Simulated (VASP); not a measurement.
# CdTe (F-43m) in VASP: a series of runs

Runs on CdTe. Level: r2SCAN. Tasks: relaxation of cell and atoms.

All numbers are computed with VASP 6.6.1; they aren't measurements. Logs are shortened: lines on timing, memory, paths and dates and some standing lists are left out, and cuts for length are marked.

## Step 1: The cell of the first run

The structure is cubic, space group F-43m (No. 216). The conventional cell has a = 6.497 Å, b = 6.497 Å, c = 6.497 Å, α = 90.00°, β = 90.00°, γ = 90.00°. Cd (site symmetry -43m) has 4 Te at 2.81 Å within 3.7 Å. Within 3.7 Å of Te (site symmetry -43m) lie 4 Cd at 2.81 Å.

## Step 2: Relaxation of cell and atoms, r2SCAN, target pressure 0.48 GPa, at which the enthalpy is minimised

POSCAR reads:

```
CdTe
1.0
    0.0000000000      3.2487208085      3.2487208085
    3.2487208085      0.0000000000      3.2487208085
    3.2487208085      3.2487208085      0.0000000000
Cd Te
1 1
Direct
    0.0000000000      0.0000000000      0.0000000000
    0.2500000000      0.2500000000      0.2500000000
```

INCAR.step1 reads:

```
ALGO = Normal
EDIFF = 1E-5
EDIFFG = -0.005
ENCUT = 550
GGA = PE
GGA_COMPAT = False
IBRION = 2
ISIF = 3
ISMEAR = 0
LASPH = True
LCHARG = False
LREAL = False
LWAVE = True
NELM = 120
NELMIN = 4
NSW = 100
PREC = Accurate
SIGMA = 0.02
```

INCAR.step2 reads:

```
ALGO = Normal
EDIFF = 1E-7
EDIFFG = -0.004
ENCUT = 550
GGA_COMPAT = False
IBRION = 2
ISIF = 3
ISMEAR = 0
ISTART = 1
LASPH = True
LCHARG = False
LMIXTAU = True
LREAL = False
LWAVE = False
METAGGA = R2SCAN
NELM = 120
NELMIN = 4
NSW = 70
PREC = Accurate
PSTRESS = 4.8
SIGMA = 0.02
```

KPOINTS reads:

```
k-points
0
Gamma
  10 10 10
```

Potentials or basis: VASP PAW PBE potentials, release 64 (Cd, Te).

Command:

```bash
> cat potpaw_PBE.64/Cd/POTCAR potpaw_PBE.64/Te/POTCAR > POTCAR
> cp INCAR.step1 INCAR
> mpirun -np 1 vasp_std > vasp.out
> cp INCAR.step2 INCAR
> mpirun -np 1 vasp_std > vasp.out
```

OUTCAR:

```text
EDIFF = 1E-7
   EDIFFG = -0.004
   ENCUT = 550
   IBRION = 2
   ISIF = 3
   ISMEAR = 0
   ISTART = 1
   LASPH = True
   LREAL = False
   METAGGA = R2SCAN
   NELM = 120
   NELMIN = 4
   NSW = 70
   PREC = Accurate
   PSTRESS = 4.8

 ion  position               nearest neighbor table
   1  0.000  0.000  0.000-   2 2.81   2 2.81   2 2.81   2 2.81
   2  0.250  0.250  0.250-   1 2.81   1 2.81   1 2.81   1 2.81

  LATTYP: Found a face centered cubic cell.
 ALAT       =     6.4974416170

  Lattice vectors:

 A1 = (   0.0000000000,   3.2487208085,   3.2487208085)
 A2 = (   3.2487208085,   0.0000000000,   3.2487208085)
 A3 = (   3.2487208085,   3.2487208085,   0.0000000000)

Analysis of symmetry for initial positions (statically):
=====================================================================
 Subroutine PRICEL returns:
 Original cell was already a primitive cell.

 Routine SETGRP: Setting up the symmetry group for a
 face centered cubic supercell.

 Subroutine GETGRP returns: Found 24 space group operations
 (whereof 24 operations were pure point group operations)
 out of a pool of 48 trial point group operations.

The static configuration has the point symmetry T_d .

Analysis of symmetry for dynamics (positions and initial velocities):
=====================================================================
 Subroutine PRICEL returns:
 Original cell was already a primitive cell.

 Routine SETGRP: Setting up the symmetry group for a
 face centered cubic supercell.

 Subroutine GETGRP returns: Found 24 space group operations
 (whereof 24 operations were pure point group operations)
 out of a pool of 48 trial point group operations.

The dynamic configuration has the point symmetry T_d .

 Subroutine INISYM returns: Found 24 space group operations
 (whereof 24 operations are pure point group operations),
 and found     1 'primitive' translations

----------------------------------------------------------------------------------------

                                     Primitive cell

  volume of cell :      68.5752

  direct lattice vectors                    reciprocal lattice vectors
     0.000000000  3.248720808  3.248720808    -0.153906731  0.153906731  0.153906731
     3.248720808  0.000000000  3.248720808     0.153906731 -0.153906731  0.153906731
     3.248720808  3.248720808  0.000000000     0.153906731  0.153906731 -0.153906731

  length of vectors
     4.594385028  4.594385028  4.594385028     0.266574278  0.266574278  0.266574278

  position of ions in fractional coordinates (direct lattice)
     0.000000000  0.000000000  0.000000000
     0.250000000  0.250000000  0.250000000

  ion indices of the primitive-cell ions
   primitive index   ion index
                 1           1
                 2           2

----------------------------------------------------------------------------------------

 KPOINTS: k-points

Automatic generation of k-mesh.
 Grid dimensions read from file:
 generate k-points for:   10   10   10

 Generating k-lattice:

  Cartesian coordinates                     Fractional coordinates (reciprocal lattice)
    -0.015390673  0.015390673  0.015390673     0.100000000  0.000000000  0.000000000
     0.015390673 -0.015390673  0.015390673     0.000000000  0.100000000  0.000000000
     0.015390673  0.015390673 -0.015390673     0.000000000  0.000000000  0.100000000

  Length of vectors
     0.026657428  0.026657428  0.026657428

  Shift w.r.t. Gamma in fractional coordinates (k-lattice)
     0.000000000  0.000000000  0.000000000

 Subroutine IBZKPT returns following result:
 ===========================================

 Found     47 irreducible k-points:

 Following reciprocal coordinates:
            Coordinates               Weight
  0.000000  0.000000  0.000000      1.000000
  0.100000  0.000000  0.000000      8.000000
  0.200000  0.000000  0.000000      8.000000
  0.300000  0.000000  0.000000      8.000000
  0.400000  0.000000  0.000000      8.000000
  0.500000  0.000000  0.000000      4.000000
[... 16 lines left out ...]
  0.300000  0.300000  0.000000      6.000000
  0.400000  0.300000  0.000000     24.000000
 [... further k-points ...]
   k-points           NKPTS =     47   k-points in BZ     NKDIM =     47   number of bands    NBANDS=     13
   number of dos      NEDOS =    301   number of ions     NIONS =      2
   total plane-waves  NPLWV =  46656
   dimension x,y,z NGX =    36 NGY =   36 NGZ =   36
   dimension x,y,z NGXF=    72 NGYF=   72 NGZF=   72
   ions per type =               1   1
   NGX,Y,Z   is equivalent  to a cutoff of  13.03, 13.03, 13.03 a.u.
   NGXF,Y,Z  is equivalent  to a cutoff of  26.05, 26.05, 26.05 a.u.
 SYSTEM =  unknown system
   PREC   = accura    normal or accurate (medium, high low for compatibility)
   ISTART =      1    job   : 0-new  1-cont  2-samecut
   ICHARG =      0    charge: 1-file 2-atom 10-const
   ISPIN  =      1    spin polarized calculation?
   LNONCOLLINEAR =      F non collinear calculations
   LSORBIT =      F    spin-orbit coupling
   LASPH  =      T    aspherical Exc in radial PAW
   ENCUT  =  550.0 eV  40.42 Ry    6.36 a.u.   8.79  8.79  8.79*2*pi/ulx,y,z
   NELM   =    120;   NELMIN=  4; NELMDL=  0     # of ELM steps
   EDIFF  = 0.1E-06   stopping-criterion for ELM
   LREAL  =      F    real-space projection
   EDIFFG = -.4E-02   stopping-criterion for IOM
   NSW    =     70    number of steps for IOM
   IBRION =      2    ionic relax: 0-MD 1-quasi-New 2-CG
   NFREE  =      1    steps in history (QN), initial steepest desc. (CG)
   ISIF   =      3    stress and relaxation
   ISYM   =      2    0-nonsym 1-usesym 2-fastsym
   POTIM  = 0.5000    time-step for ionic-motion
   TEBEG  =    0.0;   TEEND  =   0.0 temperature during run
   PSTRESS=    4.8 pullay stress
   NELECT =      18.0000    total number of electrons
   NUPDOWN=      -1.0000    fix difference up-down
   EMIN   =  10.00;   EMAX   =-10.00  energy-range for DOS
   EFERMI =   0.00;   METHOD = LEGACY
   ISMEAR =     0;   SIGMA  =   0.02  broadening in eV -4-tet -1-fermi 0-gaus
   EFERMI_NEDOS =   21; number of points for ismear=-14 and -15
   IALGO  =     38    algorithm
   IMIX   =      4    mixing-type and parameters
     AMIX     =   0.40;   BMIX     =  1.00
     AMIX_MAG =   1.60;   BMIX_MAG =  1.00
  volume/ion in A,a.u.               =      34.29       231.38
  Fermi-wavevector in a.u.,A,eV,Ry     =   1.048198  1.980807 14.948977  1.098719
  Thomas-Fermi vector in A             =   2.183110
   LORBIT       =      0    0 simple, 1 ext, 2 COOP (PROOUT), +10 PAW based schemes
   METAGGA = R2SCAN    functional components
   LHFCALC =     F    Hartree Fock is set to
   AEXX    =    0.0000 exact exchange contribution
   IVDW    =     0    specifies the selected vdW correction
   LEPSILON=     F    determine dielectric tensor
   LRPA    =     F    only Hartree local field effects (RPA)
 conjugate gradient relaxation of ions
 non-spin polarized calculation
 Gauss-broadening in eV      SIGMA  =   0.02
  energy-cutoff  :      550.00
  volume of cell :       68.58
 maximum number of plane-waves:      2044
   NGX = 17   NGY = 17   NGZ = 17

--------------------------------------- Ionic step        1  -------------------------------------------

 number of electron      17.9999998 magnetization

 Free energy of the ion-electron system (eV)
  ---------------------------------------------------
  ext. energy  EPLUGINS =         0.00000000
  ---------------------------------------------------
  free energy    TOTEN  =       -46.63749417 eV

  energy without entropy =      -46.63749417  energy(sigma->0) =      -46.63749417

------------------------ aborting loop because EDIFF is reached ----------------------------------------

  FORCE on cell =-STRESS in cart. coord.  units (eV):
  Direction    XX          YY          ZZ          XY          YZ          ZX
  --------------------------------------------------------------------------------------
  -------------------------------------------------------------------------------------
  Total        0.5502383      0.5502383      0.5502383     -0.0000000     -0.0000000      0.0000000
  in kB       12.8556552     12.8556552     12.8556552     -0.0000000     -0.0000000      0.0000000
  external PRESSURE =       8.0556552 kB  Pullay stress =       4.8000000 kB

 VOLUME and BASIS-vectors are now :
 -----------------------------------------------------------------------------
  energy-cutoff  :      550.00
  volume of cell :       68.58
      direct lattice vectors                 reciprocal lattice vectors
     0.000000000  3.248720808  3.248720808    -0.153906731  0.153906731  0.153906731
     3.248720808  0.000000000  3.248720808     0.153906731 -0.153906731  0.153906731
     3.248720808  3.248720808  0.000000000     0.153906731  0.153906731 -0.153906731
[... 46 lines left out ...]
  FREE ENERGIE OF THE ION-ELECTRON SYSTEM (eV)
  ---------------------------------------------------
  free  energy   TOTEN  =       -46.6453279246 eV

  energy  without entropy=      -46.6453279246  energy(sigma->0) =      -46.64532792

  enthalpy is  TOTEN    =       -46.4347131226 eV   P V=        0.2106148019

--------------------------------------- Ionic step        3  -------------------------------------------

 number of electron      18.0000003 magnetization

 Free energy of the ion-electron system (eV)
  ---------------------------------------------------
  ext. energy  EPLUGINS =         0.00000000
  ---------------------------------------------------
  free energy    TOTEN  =       -46.64432487 eV

  energy without entropy =      -46.64432487  energy(sigma->0) =      -46.64432487

 E-fermi :   1.9577     XC(G=0):  -8.9853

 val. band max:        1.8683452309   @ k =   0.0000   0.0000   0.0000
 cond. band min:       3.0573106947   @ k =   0.0000   0.0000   0.0000
 fundamental gap:      1.1889654638
 Fermi energy:         1.9577407616

 k-point     1 :       0.0000    0.0000    0.0000
  band No.  band energies     occupation
      1      -9.5099      2.00000
      2      -6.6074      2.00000
      3      -6.6074      2.00000
      4      -6.6074      2.00000
      5      -6.3427      2.00000
      6      -6.3427      2.00000
      7       1.8683      2.00000
      8       1.8683      2.00000
      9       1.8683      2.00000
     10       3.0573      0.00000
     11       6.9169      0.00000
     12       6.9169      0.00000
     13       6.9169      0.00000

 k-point     2 :       0.1000    0.0000    0.0000
  band No.  band energies     occupation
      1      -9.4728      2.00000
      2      -6.6003      2.00000
      3      -6.6003      2.00000
      4      -6.5768      2.00000
      5      -6.3432      2.00000
      6      -6.3432      2.00000
      7       1.0385      2.00000
      8       1.7815      2.00000
      9       1.7815      2.00000
     10       3.6883      0.00000
     11       6.8491      0.00000
[... 339 lines left out ...]
 k-point    24 :       0.4000    0.3000    0.0000
  band No.  band energies     occupation
      1      -9.1021      2.00000
      2      -6.4931      2.00000
      3      -6.4859      2.00000
      4      -6.4152      2.00000
      5      -6.3203      2.00000
      6      -6.0751      2.00000
      7      -1.7279      2.00000
      8       0.2141      2.00000
      9       0.3854      2.00000
     10       5.0577      0.00000
     11       5.5442      0.00000
     12       9.0428      0.00000
     13       9.7845      0.00000

 [... further k-points ...]
[... 5 lines left out ...]
  --------------------------------------------------------------------------------------
  -------------------------------------------------------------------------------------
  Total        0.2114400      0.2114400      0.2114400      0.0000000     -0.0000000      0.0000000
  in kB        4.8514751      4.8514751      4.8514751      0.0000000     -0.0000000      0.0000000
  external PRESSURE =       0.0514751 kB  Pullay stress =       4.8000000 kB

 VOLUME and BASIS-vectors are now :
 -----------------------------------------------------------------------------
  energy-cutoff  :      550.00
  volume of cell :       69.83
      direct lattice vectors                 reciprocal lattice vectors
    -0.000000000  3.268370464  3.268370464    -0.152981434  0.152981434  0.152981434
     3.268370464 -0.000000000  3.268370464     0.152981434 -0.152981434  0.152981434
     3.268370464  3.268370464  0.000000000     0.152981434  0.152981434 -0.152981434

 POSITION                                       TOTAL-FORCE (eV/Angst)
 -----------------------------------------------------------------------------------
      0.00000     -0.00000      0.00000         0.000000      0.000000      0.000000
      1.63419      1.63419      1.63419        -0.000000     -0.000000     -0.000000
 -----------------------------------------------------------------------------------
    total drift:                                0.000000      0.000000      0.000000

  FREE ENERGIE OF THE ION-ELECTRON SYSTEM (eV)
  ---------------------------------------------------
  free  energy   TOTEN  =       -46.6443248731 eV

  energy  without entropy=      -46.6443248731  energy(sigma->0) =      -46.64432487

  enthalpy is  TOTEN    =       -46.4351283403 eV   P V=        0.2091965328

 reached required accuracy - stopping structural energy minimisation
```

It took 8.9 min on 1 thread of Intel Xeon Platinum 8375C at 2.90GHz (Ice Lake), shared host; peak memory 0.26 GiB.

What came out:

| Property | Result |
| --- | --- |
| Free energy | -46.6443 eV |
| Relaxed volume | 34.91 Å³/atom |
| Relaxed cell | a = 4.622 Å, b = 4.622 Å, c = 4.622 Å, α = 60.00°, β = 60.00°, γ = 60.00° |
| Space group after relaxing (to 0.1 Å) | F-43m (No. 216) |
| Energy change on relaxing (the run minimises the enthalpy) | -3.4 meV/atom |
| Ionic steps | 3 |
| Pressure after relaxing | 0.5 GPa |
| Band gap on the k mesh | 1.19 eV |

The path:
| step | energy change (eV) | largest force (eV/Å) | pressure (GPa) | volume (Å³) |
| --- | --- | --- | --- | --- |
| 1 | 0.0000 | 0.0000 | 1.29 | 68.58 |
| 2 | -0.0078 | 0.0000 | 0.20 | 70.30 |
| 3 | -0.0068 | 0.0000 | 0.49 | 69.83 |

Final structure:
```
Cd Te
1.0
     0.00000    3.26837    3.26837
     3.26837    0.00000    3.26837
     3.26837    3.26837    0.00000
Cd Te
1 1
Direct
  0.00000 0.00000 0.00000
  0.25000 0.25000 0.25000
```

Caveat: the cell is relaxed towards a set pressure, so the run minimises the enthalpy, not the energy; the PAW data sets were made with another functional, which shifts forces and pressure a little; spin-orbit coupling is left out, which moves the levels of the heavy elements.

## Step 3: Relaxation of cell and atoms, r2SCAN, target pressure 1e-06 GPa, at which the enthalpy is minimised

This run uses another cell than the first one, of 34.85 Å³/atom.

POSCAR reads:

```
CdTe
1.0
    0.0000000000      3.2663488421      3.2663488421
    3.2663488421      0.0000000000      3.2663488421
    3.2663488421      3.2663488421      0.0000000000
Cd Te
1 1
Direct
    0.0000000000      0.0000000000      0.0000000000
    0.2500000000      0.2500000000      0.2500000000
```

INCAR.step1 reads:

```
PREC = Accurate ; ENCUT = 550
ISMEAR = 0 ; SIGMA = 0.02
LREAL = False ; LASPH = True
NELM = 120 ; GGA = PE
ALGO = Normal ; EDIFF = 1E-5
LWAVE = True ; LCHARG = False
GGA_COMPAT = False ; IBRION = 2
ISIF = 3 ; EDIFFG = -0.005
NELMIN = 4 ; NSW = 100
```

INCAR.step2 reads:

```
PREC = Accurate ; ENCUT = 550
EDIFF = 1E-7 ; ISMEAR = 0
SIGMA = 0.02 ; LREAL = False
LASPH = True ; NELM = 120
ALGO = Normal ; ISIF = 3
LWAVE = False ; LCHARG = False
METAGGA = R2SCAN ; LMIXTAU = True
IBRION = 2 ; NSW = 70
EDIFFG = -0.004 ; PSTRESS = 9.999999999999999e-06
ISTART = 1 ; GGA_COMPAT = False
NELMIN = 4
```

KPOINTS reads:

```
Automatic mesh
0
Gamma
  10 10 10
```

Potentials or basis: VASP PAW PBE potentials, release 64 (Cd, Te).

Command:

```bash
> cat potpaw_PBE.64/Cd/POTCAR potpaw_PBE.64/Te/POTCAR > POTCAR
> cp INCAR.step1 INCAR
> mpirun -np 1 vasp_std > vasp.out
> cp INCAR.step2 INCAR
> mpirun -np 1 vasp_std > vasp.out
```

Run time: 6.6 min. Hardware: 1 thread of Intel Xeon Platinum 8375C at 2.90GHz (Ice Lake), shared host; peak memory 0.27 GiB.

It converged, with:

```
Free energy                                                : -46.6457 eV
Relaxed volume                                             : 35.32 Å³/atom
Relaxed cell                                               : a = 4.640 Å, b = 4.640 Å, c = 4.640 Å, α = 60.00°, β = 60.00°, γ = 60.00°
Space group after relaxing (to 0.1 Å)                      : F-43m (No. 216)
Energy change on relaxing (the run minimises the enthalpy) : -0.8 meV/atom
Ionic steps                                                : 3
Pressure after relaxing                                    : 0.0 GPa
Band gap on the k mesh                                     : 1.15 eV
```

The path:
| step | energy change (eV) | largest force (eV/Å) | pressure (GPa) | volume (Å³) |
| --- | --- | --- | --- | --- |
| 1 | 0.0000 | 0.0000 | 0.56 | 69.70 |
| 2 | -0.0015 | 0.0000 | -0.16 | 70.93 |
| 3 | -0.0016 | 0.0000 | 0.00 | 70.64 |

Final structure:
```yaml
crystal:
  lattice:
    - [0.00000, 3.28102, 3.28102]
    - [3.28102, 0.00000, 3.28102]
    - [3.28102, 3.28102, 0.00000]
  atoms:
    - { symbol: Cd, position: [0.00000, 0.00000, 0.00000] }
    - { symbol: Te, position: [0.25000, 0.25000, 0.25000] }
```

Levels at points of the mesh, in eV from the valence-band top:
```
           k point  band 6  band 7  band 8  band 9  band 10  band 11  band 12  band 13
(0.00, 0.00, 0.00)   -8.18    0.00    0.00    0.00     1.15     5.06     5.06     5.06
(0.50, 0.00, 0.00)   -7.84   -4.28   -0.74   -0.74     2.19     5.60     5.60     7.38
(0.50, 0.50, 0.00)   -7.70   -4.17   -1.78   -1.78     2.96     2.99     9.25     9.62
```

Caveat: the cell is relaxed towards a set pressure, so the run minimises the enthalpy, not the energy; the PAW data sets were made with another functional, which shifts forces and pressure a little; spin-orbit coupling is left out, which moves the levels of the heavy elements. Zero-point motion and thermal expansion aren't in these numbers.
